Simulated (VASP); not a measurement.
# TaN (P-62m) in VASP: a series of runs

Runs on TaN. Level: PBEsol. Tasks: single point.

Program: VASP 6.6.1. These are calculated values, not measurements. Logs are shortened: lines on timing, memory, paths and dates and some standing lists are left out, and cuts for length are marked.

### Step 1. The cell of the first run

The structure is hexagonal, space group P-62m (No. 189). Conventional cell: a = 5.024 Å, b = 5.024 Å, c = 2.809 Å, α = 90.00°, β = 90.00°, γ = 120.00°. Within 2.8 Å of Ta (site symmetry -6) lie 6 N at 2.09 Å. Ta (site symmetry -62m) has 3 N at 1.98 Å within 2.6 Å. N (site symmetry m2m) has 5 Ta at 1.98 to 2.09 Å within 2.6 Å.

### Step 2. Single point, PBEsol (strain -0.030 along x and y, -0.030 along z)

File INCAR:

```
  PREC = Accurate
  ENCUT = 520
  EDIFF = 1E-6
  ISMEAR = 0
  SIGMA = 0.15
  LREAL = F
  LASPH = T
  NELM = 80
  ALGO = Normal
  ISIF = 2
  LWAVE = F
  LCHARG = F
  GGA = PS
  NBANDS = 33
```

File KPOINTS:

```
Automatic mesh
0
Gamma
  12 12 16
```

File POSCAR:

```
TaN
1.0
    5.0235532434      0.0000000000      0.0000000000
   -2.5117766217      4.3505247261      0.0000000000
    0.0000000000      0.0000000000      2.8091173548
Ta N
3 3
Direct
    0.3333333333      0.6666666667      0.5000000000
    0.6666666667      0.3333333333      0.5000000000
    0.0000000000      0.0000000000      0.0000000000
    0.3933709412      0.0000000000      0.0000000000
    0.6066290588      0.6066290588      0.0000000000
    0.0000000000      0.3933709412      0.0000000000
```

Potentials or basis: VASP PAW PBE potentials, release 64 (Ta_pv, N).

Started as:

```
$ cat potpaw_PBE.64/Ta_pv/POTCAR potpaw_PBE.64/N/POTCAR > POTCAR
$ mpirun -np 1 vasp_std > vasp.out
```

OUTCAR:

```text
PREC = Accurate
   ENCUT = 520
   EDIFF = 1E-6
   ISMEAR = 0
   LREAL = F
   LASPH = T
   NELM = 80
   ISIF = 2
   GGA = PS

 ion  position               nearest neighbor table
   1  0.333  0.667  0.500-   4 2.09   4 2.09   6 2.09   6 2.09   5 2.09   5 2.09   2 2.90   2 2.90
                             2 2.90   3 3.22   3 3.22   3 3.22   3 3.22   3 3.22   3 3.22
   2  0.667  0.333  0.500-   6 2.09   6 2.09   4 2.09   4 2.09   5 2.09   5 2.09   1 2.90   1 2.90
                             1 2.90   3 3.22   3 3.22   3 3.22   3 3.22   3 3.22   3 3.22
   3  0.000  0.000  0.000-   4 1.98   5 1.98   6 1.98   2 3.22   1 3.22   1 3.22   2 3.22   2 3.22
                             2 3.22   1 3.22   1 3.22   2 3.22   2 3.22   1 3.22   1 3.22
   4  0.393  0.000  0.000-   3 1.98   1 2.09   1 2.09   2 2.09   2 2.09
   5  0.607  0.607  0.000-   3 1.98   1 2.09   1 2.09   2 2.09   2 2.09
   6  0.000  0.393  0.000-   3 1.98   2 2.09   2 2.09   1 2.09   1 2.09

  LATTYP: Found a hexagonal cell.
 ALAT       =     5.0235532434
 C/A-ratio  =     0.5591893265

  Lattice vectors:

 A1 = (   5.0235532434,   0.0000000000,   0.0000000000)
 A2 = (  -2.5117766217,   4.3505247261,   0.0000000000)
 A3 = (   0.0000000000,   0.0000000000,   2.8091173548)

Analysis of symmetry for initial positions (statically):
=====================================================================
 Subroutine PRICEL returns:
 Original cell was already a primitive cell.

 Routine SETGRP: Setting up the symmetry group for a
 hexagonal supercell.

 Subroutine GETGRP returns: Found 12 space group operations
 (whereof 12 operations were pure point group operations)
 out of a pool of 24 trial point group operations.

The static configuration has the point symmetry D_3h.

Analysis of symmetry for dynamics (positions and initial velocities):
=====================================================================
 Subroutine PRICEL returns:
 Original cell was already a primitive cell.

 Routine SETGRP: Setting up the symmetry group for a
 hexagonal supercell.

 Subroutine GETGRP returns: Found 12 space group operations
 (whereof 12 operations were pure point group operations)
 out of a pool of 24 trial point group operations.

The dynamic configuration has the point symmetry D_3h.

 Subroutine INISYM returns: Found 12 space group operations
 (whereof 12 operations are pure point group operations),
 and found     1 'primitive' translations

----------------------------------------------------------------------------------------

[... 100 lines left out ...]
   EDIFF  = 0.1E-05   stopping-criterion for ELM
   LREAL  =      F    real-space projection
   EDIFFG = 0.1E-04   stopping-criterion for IOM
   NSW    =      0    number of steps for IOM
   IBRION =     -1    ionic relax: 0-MD 1-quasi-New 2-CG
   NFREE  =      0    steps in history (QN), initial steepest desc. (CG)
   ISIF   =      2    stress and relaxation
   ISYM   =      2    0-nonsym 1-usesym 2-fastsym
   POTIM  = 0.5000    time-step for ionic-motion
   TEBEG  =    0.0;   TEEND  =   0.0 temperature during run
   PSTRESS=    0.0 pullay stress
   NELECT =      48.0000    total number of electrons
   NUPDOWN=      -1.0000    fix difference up-down
   EMIN   =  10.00;   EMAX   =-10.00  energy-range for DOS
   EFERMI =   0.00;   METHOD = LEGACY
   ISMEAR =     0;   SIGMA  =   0.15  broadening in eV -4-tet -1-fermi 0-gaus
   EFERMI_NEDOS =   21; number of points for ismear=-14 and -15
   IALGO  =     38    algorithm
   IMIX   =      4    mixing-type and parameters
     AMIX     =   0.40;   BMIX     =  1.00
     AMIX_MAG =   1.60;   BMIX_MAG =  1.00
  volume/ion in A,a.u.               =      10.23        69.05
  Fermi-wavevector in a.u.,A,eV,Ry     =   1.508161  2.850011 30.947130  2.274550
  Thomas-Fermi vector in A             =   2.618652
   LORBIT       =      0    0 simple, 1 ext, 2 COOP (PROOUT), +10 PAW based schemes
   GGA     = PS    functional components
   LHFCALC =     F    Hartree Fock is set to
   AEXX    =    0.0000 exact exchange contribution
   IVDW    =     0    specifies the selected vdW correction
   LEPSILON=     F    determine dielectric tensor
   LRPA    =     F    only Hartree local field effects (RPA)
 non-spin polarized calculation
 Gauss-broadening in eV      SIGMA  =   0.15
  energy-cutoff  :      520.00
  volume of cell :       61.39
 maximum number of plane-waves:      1672
 NGX is ok and might be reduce to    40
   NGX = 19   NGY = 19   NGZ = 11

 number of electron      48.0000004 magnetization

 Free energy of the ion-electron system (eV)
  ---------------------------------------------------
  ext. energy  EPLUGINS =         0.00000000
  ---------------------------------------------------
  free energy    TOTEN  =       -70.77763189 eV

  energy without entropy =      -70.77251987  energy(sigma->0) =      -70.77507588

 E-fermi :   9.4009     XC(G=0): -13.7217

 val. band max:        9.3808680533   @ k =   0.2500   0.0000   0.1875
 cond. band min:       9.4174482404   @ k =   0.1667   0.0833   0.1250
 fundamental gap:      0.0365801871
 Fermi energy:         9.4009097453

 k-point     1 :       0.0000    0.0000    0.0000
  band No.  band energies     occupation
      1     -26.8819      2.00000
      2     -26.8819      2.00000
      3     -26.4272      2.00000
      4     -26.4272      2.00000
      5     -26.1183      2.00000
      6     -25.9537      2.00000
[... 853 lines left out ...]
     32      13.6141      0.00000
     33      13.8045      0.00000

 [... further k-points ...]
[... 5 lines left out ...]
  --------------------------------------------------------------------------------------
  -------------------------------------------------------------------------------------
  Total       14.5625433     14.5625433     15.3621558      0.0000000     -0.0000000      0.0000000
  in kB      380.0364720    380.0364720    400.9038387      0.0000000     -0.0000000      0.0000000
  external PRESSURE =     386.9922609 kB  Pullay stress =       0.0000000 kB

 VOLUME and BASIS-vectors are now :
 -----------------------------------------------------------------------------
  energy-cutoff  :      520.00
  volume of cell :       61.39
      direct lattice vectors                 reciprocal lattice vectors
     5.023553243  0.000000000  0.000000000     0.199062287  0.114928665  0.000000000
    -2.511776622  4.350524726  0.000000000     0.000000000  0.229857331  0.000000000
     0.000000000  0.000000000  2.809117355     0.000000000  0.000000000  0.355983704

 POSITION                                       TOTAL-FORCE (eV/Angst)
 -----------------------------------------------------------------------------------
     -0.00000      2.90035      1.40456         0.000000     -0.000000      0.000000
      2.51178      1.45017      1.40456         0.000000     -0.000000      0.000000
      0.00000      0.00000      0.00000         0.000000     -0.000000      0.000000
      1.97612      0.00000      0.00000         0.429549     -0.000000      0.000000
      1.52372      2.63915      0.00000        -0.214774     -0.372000     -0.000000
     -0.98806      1.71137      0.00000        -0.214774      0.372000      0.000000
 -----------------------------------------------------------------------------------
    total drift:                                0.000000      0.000000      0.000000

  FREE ENERGIE OF THE ION-ELECTRON SYSTEM (eV)
  ---------------------------------------------------
  free  energy   TOTEN  =       -70.7776318912 eV

  energy  without entropy=      -70.7725198685  energy(sigma->0) =      -70.77507588
```

Wall time 1.8 min (1 thread of Intel Xeon 6975P-C (Granite Rapids), shared host); peak memory 0.39 GiB.

Results:

```yaml
Free_energy: -70.7776 eV
Pressure: 38.7 GPa
Largest_force: 0.430 eV/Å
Band_gap_on_the_k_mesh: zero (band 24 reaches 11.52 eV, above the bottom of band 25 at 8.00 eV)
```

Forces in eV/Å, atoms in the order of the input:
```
Ta   0.000  0.000  0.000
Ta   0.000  0.000  0.000
Ta   0.000  0.000  0.000
N    0.430  0.000  0.000
N   -0.215 -0.372  0.000
N   -0.215  0.372  0.000
```

Levels at points of the mesh, in eV from the Fermi level:
```
           k point  band 20  band 21  band 22  band 23  band 24  band 25  band 26  band 27  band 28  band 29
(0.00, 0.00, 0.00)    -5.56    -4.72    -3.54    -2.16    -1.14    -1.14     0.54     0.54     2.02     2.19
(0.50, 0.00, 0.00)    -5.06    -4.35    -4.32    -3.16    -3.05     1.38     1.99     2.08     2.65     2.70
(0.00, 0.00, 0.50)    -4.95    -4.62    -3.29    -3.29     2.12     2.12     2.23     2.44     2.44     3.69
(0.50, 0.00, 0.50)    -5.00    -4.41    -3.75    -2.17    -1.23     0.47     1.52     3.65     3.72     3.85
```

Caveat: the cell differs from its parent crystal (strain -0.030 along x and y, -0.030 along z); the PAW data sets were made with another functional, which shifts forces and pressure a little; spin-orbit coupling is left out, which moves the levels of the heavy elements.

### Step 3. Single point, PBEsol (strain -0.030 along x and y, -0.015 along z)

File INCAR:

```
  PREC = Accurate
  ENCUT = 520
  EDIFF = 1E-7
  ISMEAR = 0
  SIGMA = 0.15
  LREAL = False
  LASPH = True
  NELM = 80
  ALGO = Normal
  ISIF = 2
  LWAVE = False
  LCHARG = False
  GGA = PS
  NBANDS = 33
```

KPOINTS is that of step 2.

POSCAR, as its differences from that of step 2:

```diff
@@ -4,3 +4,3 @@
    -2.5117766217      4.3505247261      0.0000000000
-    0.0000000000      0.0000000000      2.8091173548
+    0.0000000000      0.0000000000      2.8525573139
 Ta N
```

Potentials or basis: VASP PAW PBE potentials, release 64 (Ta_pv, N).

Started as:

```
$ cat potpaw_PBE.64/Ta_pv/POTCAR potpaw_PBE.64/N/POTCAR > POTCAR
$ mpirun -np 1 vasp_std > vasp.out
```

Wall time 2 min (1 thread of Intel Xeon 6975P-C (Granite Rapids), shared host); peak memory 0.4 GiB.

The run converged. Its results:

```yaml
Free_energy: -70.9734 eV
Pressure: 31.1 GPa
Largest_force: 0.495 eV/Å
Band_gap_on_the_k_mesh: zero (band 24 reaches 11.17 eV, above the bottom of band 25 at 7.87 eV)
```

Forces in eV/Å, atoms in the order of the input:
```
Ta   0.000  0.000  0.000
Ta   0.000  0.000  0.000
Ta   0.000  0.000  0.000
N    0.495  0.000  0.000
N   -0.248 -0.429  0.000
N   -0.248  0.429  0.000
```

Stress tensor (GPa, compression positive):
```
33.75  0.00  0.00
 0.00 33.75  0.00
 0.00  0.00 25.91
```

Levels at points of the mesh, in eV from the Fermi level:
```tsv
k point	band 22	band 23	band 24	band 25	band 26	band 27
(0.00, 0.00, 0.00)	-3.62	-2.00	-1.07	-1.07	0.37	0.37
(0.50, 0.00, 0.00)	-4.15	-3.07	-2.96	1.24	1.87	2.07
(0.00, 0.00, 0.50)	-3.23	-3.23	1.94	2.15	2.15	2.47
(0.50, 0.00, 0.50)	-3.69	-2.21	-1.12	0.47	1.51	3.64
```

Caveat: the cell differs from its parent crystal (strain -0.030 along x and y, -0.015 along z); the PAW data sets were made with another functional, which shifts forces and pressure a little; spin-orbit coupling is left out, which moves the levels of the heavy elements.

### Step 4. Single point, PBEsol (strain -0.030 along x and y, +0.000 along z)

File INCAR:

```
ALGO     = Normal         # electronic algorithm
EDIFF    = 1E-6           # SCF threshold, eV
ENCUT    = 520            # plane-wave cutoff, eV
GGA      = PS             # functional
ISIF     = 2              # what is computed and relaxed
ISMEAR   = 0              # smearing method
LASPH    = True           # aspherical terms in the spheres
LCHARG   = False          # write CHGCAR
LREAL    = False          # projectors in reciprocal space
LWAVE    = False          # write WAVECAR
NBANDS   = 33             # bands
NELM     = 100            # most SCF steps
PREC     = Accurate       # precision mode
SIGMA    = 0.15           # smearing width, eV
```

File KPOINTS:

```
k-points
0
Gamma
  12 12 16
```

POSCAR, as its differences from that of step 3:

```diff
@@ -4,3 +4,3 @@
    -2.5117766217      4.3505247261      0.0000000000
-    0.0000000000      0.0000000000      2.8525573139
+    0.0000000000      0.0000000000      2.8959972730
 Ta N
```

Started as:

```
$ cat potpaw_PBE.64/Ta_pv/POTCAR potpaw_PBE.64/N/POTCAR > POTCAR
$ mpirun -np 1 vasp_std > vasp.out
```

Wall time 2 min (1 thread of Intel Xeon 6975P-C (Granite Rapids), shared host); peak memory 0.39 GiB.

It converged, with:

```yaml
Free_energy: -71.0894 eV
Pressure: 24.3 GPa
Largest_force: 0.545 eV/Å
Band_gap_on_the_k_mesh: zero (band 24 reaches 10.71 eV, above the bottom of band 25 at 7.73 eV)
```

Forces on the atoms (eV/Å):
```
Ta   0.000  0.000  0.000
Ta   0.000  0.000  0.000
Ta   0.000  0.000  0.000
N    0.545  0.000  0.000
N   -0.273 -0.472  0.000
N   -0.273  0.472  0.000
```

Stress tensor (GPa, compression positive):
```
29.81  0.00  0.00
 0.00 29.81  0.00
 0.00  0.00 13.20
```

Levels at points of the mesh, in eV from the Fermi level:
```
           k point  band 22  band 23  band 24  band 25  band 26  band 27
(0.00, 0.00, 0.00)    -3.69    -1.84    -1.01    -1.01     0.23     0.23
(0.50, 0.00, 0.00)    -3.98    -2.97    -2.86     1.11     1.78     2.06
(0.00, 0.00, 0.50)    -3.17    -3.17     1.67     2.18     2.18     2.51
(0.50, 0.00, 0.50)    -3.63    -2.24    -1.02     0.48     1.50     3.45
```

Caveat: the cell differs from its parent crystal (strain -0.030 along x and y, +0.000 along z); the PAW data sets were made with another functional, which shifts forces and pressure a little; spin-orbit coupling is left out, which moves the levels of the heavy elements.

### Step 5. Single point, PBEsol (strain -0.030 along x and y, +0.015 along z)

File INCAR:

```
SYSTEM = TaN
PREC = Accurate
ENCUT = 520
EDIFF = 1E-6
ISMEAR = 0
SIGMA = 0.15
LREAL = .FALSE.
LASPH = .TRUE.
NELM = 60
ALGO = Normal
ISIF = 2
LWAVE = .FALSE.
LCHARG = .TRUE.
GGA = PS
LELF = .TRUE.
LVHAR = .TRUE.
NBANDS = 33
```

File KPOINTS:

```
Automatic mesh
0
G
  12 12 16
  0 0 0
```

POSCAR, as its differences from that of step 4:

```diff
@@ -4,3 +4,3 @@
    -2.5117766217      4.3505247261      0.0000000000
-    0.0000000000      0.0000000000      2.8959972730
+    0.0000000000      0.0000000000      2.9394372321
 Ta N
```

Potentials or basis: VASP PAW PBE potentials, release 64 (Ta_pv, N).

Started as:

```
$ cat potpaw_PBE.64/Ta_pv/POTCAR potpaw_PBE.64/N/POTCAR > POTCAR
$ mpirun -np 1 vasp_std > vasp.out
```

OUTCAR:

```text
SYSTEM = TaN
   PREC = Accurate
   ENCUT = 520
   EDIFF = 1E-6
   ISMEAR = 0
   LREAL = .FALSE.
   LASPH = .TRUE.
   NELM = 60
   ISIF = 2
   GGA = PS

 ion  position               nearest neighbor table
   1  0.333  0.667  0.500-   4 2.13   4 2.13   6 2.13   6 2.13   5 2.13   5 2.13   2 2.90   2 2.90
                             2 2.90   3 3.25   3 3.25   3 3.25   3 3.25   3 3.25   3 3.25
   2  0.667  0.333  0.500-   6 2.13   6 2.13   4 2.13   4 2.13   5 2.13   5 2.13   1 2.90   1 2.90
                             1 2.90   3 3.25   3 3.25   3 3.25   3 3.25   3 3.25   3 3.25
   3  0.000  0.000  0.000-   4 1.98   5 1.98   6 1.98   2 3.25   1 3.25   1 3.25   2 3.25   2 3.25
                             2 3.25   1 3.25   1 3.25   2 3.25   2 3.25   1 3.25   1 3.25
[... 1077 lines left out ...]
  in kB      261.2830654    261.2830654     18.2972419      0.0000000     -0.0000000      0.0000000
  external PRESSURE =     180.2877909 kB  Pullay stress =       0.0000000 kB

 VOLUME and BASIS-vectors are now :
 -----------------------------------------------------------------------------
  energy-cutoff  :      520.00
  volume of cell :       64.24
      direct lattice vectors                 reciprocal lattice vectors
     5.023553243  0.000000000  0.000000000     0.199062287  0.114928665  0.000000000
    -2.511776622  4.350524726  0.000000000     0.000000000  0.229857331  0.000000000
     0.000000000  0.000000000  2.939437232     0.000000000  0.000000000  0.340201175

 POSITION                                       TOTAL-FORCE (eV/Angst)
 -----------------------------------------------------------------------------------
     -0.00000      2.90035      1.46972         0.000000      0.000000      0.000000
      2.51178      1.45017      1.46972         0.000000      0.000000      0.000000
      0.00000      0.00000      0.00000         0.000000      0.000000      0.000000
      1.97612      0.00000      0.00000         0.582058     -0.000000      0.000000
      1.52372      2.63915      0.00000        -0.291029     -0.504077      0.000000
     -0.98806      1.71137      0.00000        -0.291029      0.504077     -0.000000
 -----------------------------------------------------------------------------------
    total drift:                                0.000000      0.000001     -0.000000

  FREE ENERGIE OF THE ION-ELECTRON SYSTEM (eV)
  ---------------------------------------------------
  free  energy   TOTEN  =       -71.1341520346 eV

  energy  without entropy=      -71.1286763740  energy(sigma->0) =      -71.13141420
```

stdout:

```text
POSCAR found type information on POSCAR TaN
 POSCAR found :  2 types and       6 ions
 scaLAPACK will be used
 -----------------------------------------------------------------------------
|                                                                             |
|                                                                             |
|     You enforced a specific xc type in the INCAR file but a different       |
|     I HOPE YOU KNOW WHAT YOU ARE DOING!                                     |
|                                                                             |
 -----------------------------------------------------------------------------

 LDA part: xc-table for (Slater+PW92), standard interpolation
 POSCAR, INCAR and KPOINTS ok, starting setup
 FFT: planning ... GRIDC
 FFT: planning ... GRID_SOFT
 FFT: planning ... GRID
 WAVECAR not read
 entering main loop
```

Run time: 1.9 min. Hardware: 1 thread of Intel Xeon 6975P-C (Granite Rapids), shared host; peak memory 0.39 GiB.

What came out:

```
Free energy            : -71.1342 eV
Pressure               : 18.0 GPa
Largest force          : 0.582 eV/Å
Band gap on the k mesh : zero (band 24 reaches 10.28 eV, above the bottom of band 25 at 7.58 eV)
```

Forces on the atoms (eV/Å):
```
Ta   0.000  0.000  0.000
Ta   0.000  0.000  0.000
Ta   0.000  0.000  0.000
N    0.582  0.000  0.000
N   -0.291 -0.504  0.000
N   -0.291  0.504  0.000
```

Caveat: the cell differs from its parent crystal (strain -0.030 along x and y, +0.015 along z); the PAW data sets were made with another functional, which shifts forces and pressure a little; spin-orbit coupling is left out, which moves the levels of the heavy elements.

### Step 6. The runs side by side

```csv
cell,gap on the mesh (eV),pressure (GPa),largest force (eV/Å)
"a = 5.024, b = 5.024, c = 2.809 Å, angles 90.0, 90.0, 120.0°, 6 atoms",none,38.7,0.43
"a = 5.024, b = 5.024, c = 2.853 Å, angles 90.0, 90.0, 120.0°, 6 atoms",none,31.1,0.50
"a = 5.024, b = 5.024, c = 2.896 Å, angles 90.0, 90.0, 120.0°, 6 atoms",none,24.3,0.55
"a = 5.024, b = 5.024, c = 2.939 Å, angles 90.0, 90.0, 120.0°, 6 atoms",none,18.0,0.58
```

Alike in all rows: task single point; level PBEsol; potentials or basis VASP PAW PBE potentials, release 64 (Ta_pv, N); no spin polarisation; k mesh 12 × 12 × 16; cutoff (eV) 520; smearing gaussian 0.15 eV.

Caveats: the PAW data sets were made with another functional, which shifts forces and pressure a little; spin-orbit coupling is left out, which moves the levels of the heavy elements.

Total energies depend on the potentials used, so only differences within one code and one set of settings carry meaning.
